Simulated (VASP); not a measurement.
# MgO (P6_3/mmc) in VASP: single point with HSE06

Aim: the single point of MgO with HSE06.

All numbers are computed with VASP 6.6.1; they aren't measurements. Logs are shortened: lines on timing, memory, paths and dates and some standing lists are left out, and cuts for length are marked.

## (1) The cell of the first run

It takes space group P6_3/mmc (No. 194, hexagonal). The conventional cell has a = 3.484 Å, b = 3.484 Å, c = 4.185 Å, α = 90.00°, β = 90.00°, γ = 120.00°. Mg (site symmetry -6m2) has 5 O at 2.01 to 2.09 Å within 2.7 Å. O (site symmetry -6m2) has 5 Mg at 2.01 to 2.09 Å within 2.7 Å.

## (2) Single point, HSE06

Contents of POSCAR:

```
MgO
1.0
    3.4840796111      0.0000000000      0.0000000000
   -1.7420398056      3.0173014520      0.0000000000
    0.0000000000      0.0000000000      4.1853171324
Mg O
2 2
Direct
    0.6666666667      0.3333333333      0.7500000000
    0.3333333333      0.6666666667      0.2500000000
    0.6666666667      0.3333333333      0.2500000000
    0.3333333333      0.6666666667      0.7500000000
```

Contents of INCAR.step1:

```
SYSTEM = MgO
PREC = Accurate ; ENCUT = 520
EDIFF = 1E-5 ; ISMEAR = 0
SIGMA = 0.01 ; LREAL = .False.
LASPH = .True. ; NELM = 100
ALGO = Normal ; ISIF = 2
LWAVE = .True. ; LCHARG = .False.
GGA = PE ; NBANDS = 16
```

Contents of INCAR.step2:

```
SYSTEM = MgO
PREC = Accurate ; ENCUT = 520
EDIFF = 1E-6 ; ISMEAR = 0
SIGMA = 0.01 ; LREAL = .False.
LASPH = .True. ; NELM = 100
ALGO = Normal ; ISIF = 2
LWAVE = .False. ; LCHARG = .False.
GGA = PE ; LHFCALC = .True.
HFSCREEN = 0.2079 ; PRECFOCK = Normal
ISTART = 1 ; NBANDS = 16
```

Contents of KPOINTS:

```
regular mesh
0
Gamma
  6 6 4
  0 0 0
```

Potentials or basis: VASP PAW PBE potentials, release 64 (Mg, O).

Started as:

```console
> cat potpaw_PBE.64/Mg/POTCAR potpaw_PBE.64/O/POTCAR > POTCAR
> cp INCAR.step1 INCAR
> mpirun -np 1 vasp_std > vasp.out
> cp INCAR.step2 INCAR
> mpirun -np 1 vasp_std > vasp.out
```

OUTCAR:

```text
SYSTEM = MgO
   PREC = Accurate
   ENCUT = 520
   EDIFF = 1E-6
   ISMEAR = 0
   LREAL = .False.
   LASPH = .True.
   NELM = 100
   ISIF = 2
   GGA = PE
   LHFCALC = .True.
   HFSCREEN = 0.2079
   PRECFOCK = Normal
   ISTART = 1

 ion  position               nearest neighbor table
   1  0.667  0.333  0.750-   4 2.01   4 2.01   4 2.01   3 2.09   3 2.09   2 2.90   2 2.90   2 2.90
                             2 2.90   2 2.90   2 2.90
   2  0.333  0.667  0.250-   3 2.01   3 2.01   3 2.01   4 2.09   4 2.09   1 2.90   1 2.90   1 2.90
                             1 2.90   1 2.90   1 2.90
   3  0.667  0.333  0.250-   2 2.01   2 2.01   2 2.01   1 2.09   1 2.09
   4  0.333  0.667  0.750-   1 2.01   1 2.01   1 2.01   2 2.09   2 2.09

  LATTYP: Found a hexagonal cell.
 ALAT       =     3.4840796111
 C/A-ratio  =     1.2012690867

  Lattice vectors:

 A1 = (   3.4840796111,   0.0000000000,   0.0000000000)
 A2 = (  -1.7420398056,   3.0173014520,   0.0000000000)
 A3 = (   0.0000000000,   0.0000000000,   4.1853171324)

Analysis of symmetry for initial positions (statically):
=====================================================================
 Subroutine PRICEL returns:
 Original cell was already a primitive cell.

 Routine SETGRP: Setting up the symmetry group for a
 hexagonal supercell.

 Subroutine GETGRP returns: Found 24 space group operations
 (whereof 12 operations were pure point group operations)
 out of a pool of 24 trial point group operations.

The static configuration has the point symmetry D_3d.
 The point group associated with its full space group is D_6h.

Analysis of symmetry for dynamics (positions and initial velocities):
=====================================================================
 Subroutine PRICEL returns:
 Original cell was already a primitive cell.

 Routine SETGRP: Setting up the symmetry group for a
 hexagonal supercell.

 Subroutine GETGRP returns: Found 24 space group operations
 (whereof 12 operations were pure point group operations)
 out of a pool of 24 trial point group operations.

The dynamic configuration has the point symmetry D_3d.
 The point group associated with its full space group is D_6h.

 Subroutine INISYM returns: Found 24 space group operations
[... 103 lines left out ...]
   ISIF   =      2    stress and relaxation
   ISYM   =      3    0-nonsym 1-usesym 2-fastsym
   POTIM  = 0.5000    time-step for ionic-motion
   TEBEG  =    0.0;   TEEND  =   0.0 temperature during run
   PSTRESS=    0.0 pullay stress
   NELECT =      16.0000    total number of electrons
   NUPDOWN=      -1.0000    fix difference up-down
   EMIN   =  10.00;   EMAX   =-10.00  energy-range for DOS
   EFERMI =   0.00;   METHOD = LEGACY
   ISMEAR =     0;   SIGMA  =   0.01  broadening in eV -4-tet -1-fermi 0-gaus
   EFERMI_NEDOS =   21; number of points for ismear=-14 and -15
   IALGO  =     38    algorithm
   IMIX   =      1    mixing-type and parameters
     AMIX     =   0.40;   BMIX     =  1.00
     AMIX_MAG =   1.60;   BMIX_MAG =  1.00
  volume/ion in A,a.u.               =      11.00        74.23
  Fermi-wavevector in a.u.,A,eV,Ry     =   1.168521  2.208184 18.577950  1.365441
  Thomas-Fermi vector in A             =   2.305006
   LORBIT       =      0    0 simple, 1 ext, 2 COOP (PROOUT), +10 PAW based schemes
   GGA     = PE    functional components
   LHFCALC =     T    Hartree Fock is set to
   PRECFOCK=normal    Normal, Fast or Accurate (Low or Medium for compatibility)
   ENCUT4O =  -1.0   cutoff for four orbital integrals eV
   NKREDX  =     1    reduce k-point grid by
   NKREDY  =     1    reduce k-point grid by
   NKREDZ  =     1    reduce k-point grid by
   AEXX    =    0.2500 exact exchange contribution
   HFSCREEN=    0.2079 screening length (either q_TF or 0.3 A-1)
   HFSCREENC=   0.2079 screening length for correlation (either q_TF or 0.3 A-1)
   ENCUTFOCK=  -1.0 apply spherical cutoff to Coloumb kernel
   IVDW    =     0    specifies the selected vdW correction
   LEPSILON=     F    determine dielectric tensor
   LRPA    =     F    only Hartree local field effects (RPA)
 non-spin polarized calculation
 Gauss-broadening in eV      SIGMA  =   0.01
  energy-cutoff  :      520.00
  volume of cell :       44.00
 maximum number of plane-waves:      1204
 NGX is ok and might be reduce to    28
  NGX = 20; NGY = 20; NGZ = 24

 number of electron      15.9999998 magnetization

 Free energy of the ion-electron system (eV)
  ---------------------------------------------------
  ext. energy  EPLUGINS =         0.00000000
  ---------------------------------------------------
  free energy    TOTEN  =       -28.21458381 eV

  energy without entropy =      -28.21458381  energy(sigma->0) =      -28.21458381

 E-fermi :   0.9139     XC(G=0):  -8.2947

 val. band max:        0.7891258902   @ k =   0.0000   0.0000   0.0000
 cond. band min:       5.8056487714   @ k =   0.0000   0.0000   0.0000
 fundamental gap:      5.0165228812
 Fermi energy:         0.9138557228

 k-point     1 :       0.0000    0.0000    0.0000
  band No.  band energies     occupation
      1     -17.6840      2.00000
      2     -16.2155      2.00000
      3      -3.1320      2.00000
      4      -1.0798      2.00000
      5      -1.0798      2.00000
      6      -0.0626      2.00000
[... 376 lines left out ...]
      3      -3.0533      2.00000
      4      -3.0533      2.00000
      5      -1.8362      2.00000
      6      -1.8362      2.00000
[... 8 lines left out ...]
     15      20.2773      0.00000
     16      20.2773      0.00000

------------------------ aborting loop because EDIFF is reached ----------------------------------------

  FORCE on cell =-STRESS in cart. coord.  units (eV):
  Direction    XX          YY          ZZ          XY          YZ          ZX
  --------------------------------------------------------------------------------------
  -------------------------------------------------------------------------------------
  Total       -0.0382323     -0.0382323     -0.0902472      0.0000000      0.0000000      0.0000000
  in kB       -1.3922136     -1.3922136     -3.2863163      0.0000000      0.0000000      0.0000000
  external PRESSURE =      -2.0235811 kB  Pullay stress =       0.0000000 kB

 VOLUME and BASIS-vectors are now :
 -----------------------------------------------------------------------------
  energy-cutoff  :      520.00
  volume of cell :       44.00
      direct lattice vectors                 reciprocal lattice vectors
     3.484079611  0.000000000  0.000000000     0.287019848  0.165710986  0.000000000
    -1.742039806  3.017301452  0.000000000     0.000000000  0.331421973  0.000000000
     0.000000000  0.000000000  4.185317132     0.000000000  0.000000000  0.238930520

 POSITION                                       TOTAL-FORCE (eV/Angst)
 -----------------------------------------------------------------------------------
      1.74204      1.00577      3.13899         0.000000      0.000000     -0.000000
     -0.00000      2.01153      1.04633        -0.000000     -0.000000     -0.000000
      1.74204      1.00577      1.04633        -0.000000     -0.000000     -0.000000
     -0.00000      2.01153      3.13899         0.000000      0.000000      0.000000
 -----------------------------------------------------------------------------------
    total drift:                                0.000000      0.000000     -0.000000

  FREE ENERGIE OF THE ION-ELECTRON SYSTEM (eV)
  ---------------------------------------------------
  free  energy   TOTEN  =       -28.2145838077 eV

  energy  without entropy=      -28.2145838077  energy(sigma->0) =      -28.21458381
```

OUTCAR.step1:

```text
SYSTEM = MgO
   PREC = Accurate
   ENCUT = 520
   EDIFF = 1E-5
   ISMEAR = 0
   LREAL = .False.
   LASPH = .True.
   NELM = 100
[... 626 lines left out ...]
     -0.00000      2.01153      1.04633         0.000000     -0.000000      0.000000
      1.74204      1.00577      1.04633        -0.000000     -0.000000      0.000000
     -0.00000      2.01153      3.13899         0.000000      0.000000      0.000000
 -----------------------------------------------------------------------------------
    total drift:                                0.000000     -0.000000      0.000000

  FREE ENERGIE OF THE ION-ELECTRON SYSTEM (eV)
  ---------------------------------------------------
  free  energy   TOTEN  =       -23.6578659718 eV

  energy  without entropy=      -23.6578659718  energy(sigma->0) =      -23.65786597
```

It took 34 min on 1 thread of AMD EPYC 7R43 (Zen 3), shared host; peak memory 0.25 GiB.

What came out:

```
Free energy            : -28.2146 eV
Pressure               : -0.2 GPa
Band gap on the k mesh : 5.02 eV
```

Stress tensor (GPa, compression positive):
```
-0.14  0.00  0.00
 0.00 -0.14  0.00
 0.00  0.00 -0.33
```

Caveat: the PAW data sets were made with another functional, which shifts forces and pressure a little.
